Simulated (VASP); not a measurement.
## Sn3Se: single point with r2SCAN

Crystal: Sn3Se.

```xyz
4
Lattice="0.0000 3.7823 3.7823 3.7823 0.0000 3.7823 3.7823 3.7823 0.0000" Properties=species:S:1:pos:R:3 pbc="T T T"
Sn    1.8911    1.8911    1.8911
Sn    5.6734    5.6734    5.6734
Sn    3.7823    3.7823    3.7823
Se    0.0000    0.0000    0.0000
```

```
Program             : VASP 6.6.1
Task                : single point
Functional          : r2SCAN
Potentials or basis : VASP PAW PBE potentials, release 64 (Sn_d, Se)
Cutoff              : 520 eV
k mesh              : 6 × 6 × 6
Occupations         : fermi-dirac, width 0.3 eV
Spin                : no spin polarisation
```

```
Pressure               : -2.3 GPa
Band gap on the k mesh : zero (band 24 reaches 7.21 eV, above the bottom of band 25 at 5.50 eV)
```

Levels at points of the mesh, in eV from the Fermi level:
| k point | band 20 | band 21 | band 22 | band 23 | band 24 | band 25 | band 26 | band 27 | band 28 | band 29 |
| --- | --- | --- | --- | --- | --- | --- | --- | --- | --- | --- |
| (0.00, 0.00, 0.00) | -2.87 | -2.87 | -2.87 | -1.18 | -1.18 | -1.18 | -0.61 | -0.61 | -0.61 | 4.59 |
| (0.50, 0.00, 0.00) | -3.36 | -3.36 | -2.13 | -2.13 | -0.97 | 0.37 | 2.14 | 2.14 | 3.74 | 3.74 |
| (0.50, 0.50, 0.00) | -4.79 | -4.79 | -0.45 | 0.35 | 0.35 | 1.15 | 2.78 | 2.78 | 3.29 | 4.10 |

It took 84 s on 1 thread of Intel(R) Xeon(R) 6975P-C (Granite Rapids), on a shared host, peak memory 0.27 GiB.

Caveat: the PAW data sets were made with another functional, which shifts forces and pressure a little; spin-orbit coupling is left out, which moves the levels of the heavy elements.
